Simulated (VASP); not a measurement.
# BN (R3m) in VASP: notebook

The runs below take BN through single point, relaxation of cell and atoms, relaxation of the atoms, with PBE+D3(BJ).

Everything below comes from runs of VASP 6.6.1. Logs are shortened: lines on timing, memory, paths and dates and some standing lists are left out, and cuts for length are marked.

## 1. The cell of the first run

It takes space group R3m (No. 160, trigonal). The conventional cell has a = 2.506 Å, b = 2.506 Å, c = 10.280 Å, α = 90.00°, β = 90.00°, γ = 120.00°. B (site symmetry 3m) has 3 N at 1.45 Å within 1.9 Å. Within 1.9 Å of N (site symmetry 3m) lie 3 B at 1.45 Å.

## 2. Single point, PBE+D3(BJ)

Contents of INCAR:

```
SYSTEM = BN
  ALGO = Normal
  EDIFF = 1E-7
  ENCUT = 520
  GGA = PE
  ISIF = 2
  ISMEAR = 0
  IVDW = 12
  LASPH = .True.
  LCHARG = .False.
  LREAL = .False.
  LWAVE = .False.
  NBANDS = 21
  NELM = 100
  PREC = Accurate
  SIGMA = 0.02
```

Contents of KPOINTS:

```
k-points
0
Gamma
  12 12 4
  0 0 0
```

Contents of POSCAR:

```
BN
1.0
    2.5061138137      0.0000000000      0.0000000000
   -1.2530569069      2.1703582275      0.0000000000
    0.0000000000      0.0000000000     10.2800373322
B N
3 3
Direct
    0.0000000000      0.0000000000      0.0003436670
    0.6666666667      0.3333333333      0.3336770004
    0.3333333333      0.6666666667      0.6670103337
    0.6666666667      0.3333333333      0.0005566663
    0.3333333333      0.6666666667      0.3338899996
    0.0000000000      0.0000000000      0.6672233330
```

Potentials or basis: VASP PAW PBE potentials, release 64 (B, N).

Launch:

```
cat potpaw_PBE.64/B/POTCAR potpaw_PBE.64/N/POTCAR > POTCAR
mpirun -np 1 vasp_std > vasp.out
```

OUTCAR:

```text
SYSTEM = BN
   EDIFF = 1E-7
   ENCUT = 520
   GGA = PE
   ISIF = 2
   ISMEAR = 0
   IVDW = 12
   LASPH = .True.
   LREAL = .False.
   NELM = 100
   PREC = Accurate
 IVDW          = 12

 ion  position               nearest neighbor table
   1  0.000  0.000  0.000-   4 1.45   4 1.45   4 1.45
   2  0.667  0.333  0.334-   5 1.45   5 1.45   5 1.45
   3  0.333  0.667  0.667-   6 1.45   6 1.45   6 1.45
   4  0.667  0.333  0.001-   1 1.45   1 1.45   1 1.45
   5  0.333  0.667  0.334-   2 1.45   2 1.45   2 1.45
   6  0.000  0.000  0.667-   3 1.45   3 1.45   3 1.45

  LATTYP: Found a hexagonal cell.
 ALAT       =     2.5061138137
 C/A-ratio  =     4.1019834279

  Lattice vectors:

 A1 = (   2.5061138137,   0.0000000000,   0.0000000000)
 A2 = (  -1.2530569069,   2.1703582275,   0.0000000000)
 A3 = (   0.0000000000,   0.0000000000,  10.2800373322)

Analysis of symmetry for initial positions (statically):
=====================================================================
 Subroutine PRICEL returns following result:

  LATTYP: Found a trigonal (rhomboedric) cell.
 ALAT       =     3.7196324022
 COS(alpha) =     0.7730283890

  Lattice vectors:

 A1 = (   1.2530569067,  -0.7234527424,  -3.4266791104)
 A2 = (  -1.2530569066,  -0.7234527426,  -3.4266791114)
 A3 = (  -0.0000000002,   1.4469054851,  -3.4266791104)

   3 primitive cells build up your supercell.

 Routine SETGRP: Setting up the symmetry group for a
 hexagonal supercell.

 Subroutine GETGRP returns: Found  6 space group operations
 (whereof  6 operations were pure point group operations)
 out of a pool of 24 trial point group operations.

The static configuration has the point symmetry C_3v.

Analysis of symmetry for dynamics (positions and initial velocities):
=====================================================================
 Subroutine PRICEL returns following result:

  LATTYP: Found a trigonal (rhomboedric) cell.
 ALAT       =     3.7196324022
 COS(alpha) =     0.7730283890

  Lattice vectors:

 A1 = (   1.2530569067,  -0.7234527424,  -3.4266791104)
 A2 = (  -1.2530569066,  -0.7234527426,  -3.4266791114)
 A3 = (  -0.0000000002,   1.4469054851,  -3.4266791104)

[... 105 lines left out ...]
   LSORBIT =      F    spin-orbit coupling
   LASPH  =      T    aspherical Exc in radial PAW
   ENCUT  =  520.0 eV  38.22 Ry    6.18 a.u.   4.66  4.66 19.11*2*pi/ulx,y,z
   NELM   =    100;   NELMIN=  2; NELMDL= -5     # of ELM steps
   EDIFF  = 0.1E-06   stopping-criterion for ELM
   LREAL  =      F    real-space projection
   EDIFFG = 0.1E-05   stopping-criterion for IOM
   NSW    =      0    number of steps for IOM
   IBRION =     -1    ionic relax: 0-MD 1-quasi-New 2-CG
   NFREE  =      0    steps in history (QN), initial steepest desc. (CG)
   ISIF   =      2    stress and relaxation
   ISYM   =      2    0-nonsym 1-usesym 2-fastsym
   POTIM  = 0.5000    time-step for ionic-motion
   TEBEG  =    0.0;   TEEND  =   0.0 temperature during run
   PSTRESS=    0.0 pullay stress
   NELECT =      24.0000    total number of electrons
   NUPDOWN=      -1.0000    fix difference up-down
   EMIN   =  10.00;   EMAX   =-10.00  energy-range for DOS
   EFERMI =   0.00;   METHOD = LEGACY
   ISMEAR =     0;   SIGMA  =   0.02  broadening in eV -4-tet -1-fermi 0-gaus
   EFERMI_NEDOS =   21; number of points for ismear=-14 and -15
   IALGO  =     38    algorithm
   IMIX   =      4    mixing-type and parameters
     AMIX     =   0.40;   BMIX     =  1.00
     AMIX_MAG =   1.60;   BMIX_MAG =  1.00
  volume/ion in A,a.u.               =       9.32        62.89
  Fermi-wavevector in a.u.,A,eV,Ry     =   1.234913  2.333647 20.749014  1.525010
  Thomas-Fermi vector in A             =   2.369584
   LORBIT       =      0    0 simple, 1 ext, 2 COOP (PROOUT), +10 PAW based schemes
   GGA     = PE    functional components
   LHFCALC =     F    Hartree Fock is set to
   AEXX    =    0.0000 exact exchange contribution
   IVDW    =    12    specifies the selected vdW correction
   LEPSILON=     F    determine dielectric tensor
   LRPA    =     F    only Hartree local field effects (RPA)
 non-spin polarized calculation
 Gauss-broadening in eV      SIGMA  =   0.02
  energy-cutoff  :      520.00
  volume of cell :       55.91
 maximum number of plane-waves:      1538
 NGX is ok and might be reduce to    20
   NGX =  9   NGY =  9   NGZ = 39

 number of electron      24.0000000 magnetization

 Free energy of the ion-electron system (eV)
  ---------------------------------------------------
  ext. energy  EPLUGINS =         0.00000000
  ---------------------------------------------------
  free energy    TOTEN  =       -52.75867031 eV

  energy without entropy =      -52.75867031  energy(sigma->0) =      -52.75867031

 E-fermi :   2.1520     XC(G=0):  -9.8634

 val. band max:        1.9953608022   @ k =   0.3333   0.3333   0.0000
 cond. band min:       6.2964588033   @ k =   0.5000   0.0000   0.0000
 fundamental gap:      4.3010980011
 Fermi energy:         2.1519738760

 k-point     1 :       0.0000    0.0000    0.0000
  band No.  band energies     occupation
      1     -15.7441      2.00000
      2     -15.5745      2.00000
      3     -15.5745      2.00000
      4      -3.6676      2.00000
      5      -3.6676      2.00000
      6      -2.2461      2.00000
[... 565 lines left out ...]
     20      14.0332      0.00000
     21      15.1924      0.00000

 [... further k-points ...]

------------------------ aborting loop because EDIFF is reached ----------------------------------------

 Edisp (eV)   -0.81368

 E8    (eV) :    -0.2375

  FORCE on cell =-STRESS in cart. coord.  units (eV):
  Direction    XX          YY          ZZ          XY          YZ          ZX
  --------------------------------------------------------------------------------------
  -------------------------------------------------------------------------------------
  Total       0.10130     0.10130    -0.36978    -0.00000     0.00000     0.00000
  in kB       2.90250     2.90250   -10.59568    -0.00000     0.00000     0.00000
  external pressure =       -1.60 kB  Pullay stress =        0.00 kB

 VOLUME and BASIS-vectors are now :
 -----------------------------------------------------------------------------
  energy-cutoff  :      520.00
  volume of cell :       55.91
      direct lattice vectors                 reciprocal lattice vectors
     2.506113814  0.000000000  0.000000000     0.399024176  0.230376716  0.000000000
    -1.253056907  2.170358227  0.000000000     0.000000000  0.460753431  0.000000000
     0.000000000  0.000000000 10.280037332     0.000000000  0.000000000  0.097275911

 POSITION                                       TOTAL-FORCE (eV/Angst)
 -----------------------------------------------------------------------------------
      0.00000      0.00000      0.00353        -0.000000      0.000000      0.004454
      1.25306      0.72345      3.43021        -0.000000      0.000000      0.004454
     -0.00000      1.44691      6.85689        -0.000000      0.000000      0.004454
      1.25306      0.72345      0.00572         0.000000     -0.000000     -0.004454
     -0.00000      1.44691      3.43240         0.000000     -0.000000     -0.004454
      0.00000      0.00000      6.85908         0.000000     -0.000000     -0.004454
 -----------------------------------------------------------------------------------
    total drift:                               -0.000000      0.000000      0.000090

  FREE ENERGIE OF THE ION-ELECTRON SYSTEM (eV)
  ---------------------------------------------------
  free  energy   TOTEN  =       -53.5723486547 eV

  energy  without entropy=      -53.5723486547  energy(sigma->0) =      -53.57234865
```

Run time: 1.7 min. Hardware: 1 thread of Intel Xeon 8259CL, shared host; peak memory 0.21 GiB.

What came out:

| Property | Result |
| --- | --- |
| Free energy | -53.5723 eV |
| Pressure | -0.2 GPa |
| Largest force | 0.004 eV/Å |
| Band gap on the k mesh | 4.30 eV |
| Dispersion energy per atom | -0.136 eV |

Forces on the atoms (eV/Å):
```
B    0.000  0.000  0.004
B    0.000  0.000  0.004
B    0.000  0.000  0.004
N    0.000  0.000 -0.004
N    0.000  0.000 -0.004
N    0.000  0.000 -0.004
```

Levels at points of the mesh, in eV from the valence-band top:
```tsv
k point	band 9	band 10	band 11	band 12	band 13	band 14	band 15	band 16
(0.00, 0.00, 0.00)	-1.31	-1.31	-1.30	-1.30	5.08	8.46	8.46	11.59
(0.50, 0.00, 0.00)	-4.09	-1.15	-0.79	-0.79	4.30	5.12	5.12	9.74
(0.00, 0.00, 0.50)	-1.30	-1.30	-1.30	-1.30	6.16	6.16	9.92	11.57
(0.50, 0.00, 0.50)	-4.07	-1.05	-1.05	-0.62	4.62	4.62	5.25	9.81
```

A k mesh can miss the band edges.

(Part 1 of 3 ends here.)
